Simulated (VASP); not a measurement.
Here is a VASP 6.6.1 calculation.

File POSCAR:

```
CaB6
1.0
    4.0516389941      0.0000000000      0.0000000000
    0.0000000000      4.0516389941      0.0000000000
    0.0000000000      0.0000000000      4.0516389941
Ca B
1 6
Direct
    0.5000000000      0.5000000000      0.5000000000
    0.0000000000      0.0000000000      0.2982067262
    0.0000000000      0.0000000000      0.7017932738
    0.2982067262      0.0000000000      0.0000000000
    0.7017932738      0.0000000000      0.0000000000
    0.0000000000      0.2982067262      0.0000000000
    0.0000000000      0.7017932738      0.0000000000
```

INCAR.step1

```
SYSTEM = CaB6
ALGO     = Normal         ! electronic algorithm
EDIFF    = 1E-4           ! SCF threshold, eV
ENCUT    = 520            ! plane-wave cutoff, eV
GGA      = PE             ! functional
ISMEAR   = -1             ! smearing method
LASPH    = .TRUE.         ! aspherical terms in the spheres
LCHARG   = .FALSE.        ! write CHGCAR
LREAL    = .FALSE.        ! projectors in reciprocal space
LWAVE    = .TRUE.         ! write WAVECAR
NBANDS   = 23             ! bands
NELM     = 60             ! most SCF steps
PREC     = Accurate       ! precision mode
SIGMA    = 0.02           ! smearing width, eV
```

File INCAR.step2:

```
SYSTEM = CaB6
ALGO     = Normal         ! electronic algorithm
EDIFF    = 1E-7           ! SCF threshold, eV
ENCUT    = 520            ! plane-wave cutoff, eV
ISIF     = 2              ! what is computed and relaxed
ISMEAR   = -1             ! smearing method
ISTART   = 1            
LASPH    = .TRUE.         ! aspherical terms in the spheres
LCHARG   = .FALSE.        ! write CHGCAR
LMIXTAU  = .TRUE.       
LREAL    = .FALSE.        ! projectors in reciprocal space
LWAVE    = .FALSE.        ! write WAVECAR
METAGGA  = R2SCAN         ! meta-GGA
NBANDS   = 23             ! bands
NELM     = 60             ! most SCF steps
PREC     = Accurate       ! precision mode
SIGMA    = 0.02           ! smearing width, eV
```

The input KPOINTS:

```
k-points
0
G
  6 6 6
  0 0 0
```

Potentials or basis: VASP PAW PBE potentials, release 64 (Ca_sv, B).

Launch:

```bash
$ cat potpaw_PBE.64/Ca_sv/POTCAR potpaw_PBE.64/B/POTCAR > POTCAR
$ cp INCAR.step1 INCAR
$ mpirun -np 1 vasp_std > vasp.out
$ cp INCAR.step2 INCAR
$ mpirun -np 1 vasp_std > vasp.out
```

(1) What does it give for the pressure?

(2) Estimate the band gap on the k mesh.

(3) What does it give for the largest force?

Results:

(1) 11.4 GPa.

(2) 0.12 eV (least direct gap 0.17 eV).

(3) 0.377 eV/Å.

Caveat: the cell stands under pressure; the PAW data sets were made with another functional, which shifts forces and pressure a little.
